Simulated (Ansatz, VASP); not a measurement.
## ScAl3N3: VASP beside Ansatz

```
Sc Al N
1.0
     4.61619    0.00000    0.00000
     0.00000    4.61619    0.00000
     0.00000    0.00000    4.61619
Sc Al N
1 3 3
Direct
  0.00000 0.00000 0.00000
  0.00000 0.50000 0.50000
  0.50000 0.00000 0.50000
  0.50000 0.50000 0.00000
  0.50000 0.00000 0.00000
  0.00000 0.50000 0.00000
  0.00000 0.00000 0.50000
```

Alike in both runs: task relaxation of cell and atoms; functional PBE; k mesh 4 × 4 × 4; occupations gaussian, width 0.2 eV; no spin polarisation.

```csv
,VASP,Ansatz
version,VASP 6.6.1,Ansatz 0.2.0
potentials or method,"VASP PAW PBE potentials, release 64 (Sc_sv, Al, N), cutoff 600 eV","scalar-relativistic, plane waves, PAW"
valence electrons in the cell,35,35
```

```tsv
	VASP	Ansatz	Ansatz less VASP
gap on the k mesh at the Fermi level, each at its own relaxed structure (eV)	none	none	-
relaxed volume (Å³/atom)	11.25	11.29	+0.045
relaxed length of the cell vector where the two differ most in proportion (Å)	4.286	4.292	+0.0057
```

A gap of «none» marks a metal or a gap that the smearing closes.

Noted on VASP's run: the volume moved by over 15 % at a fixed basis, so the end points are rough.
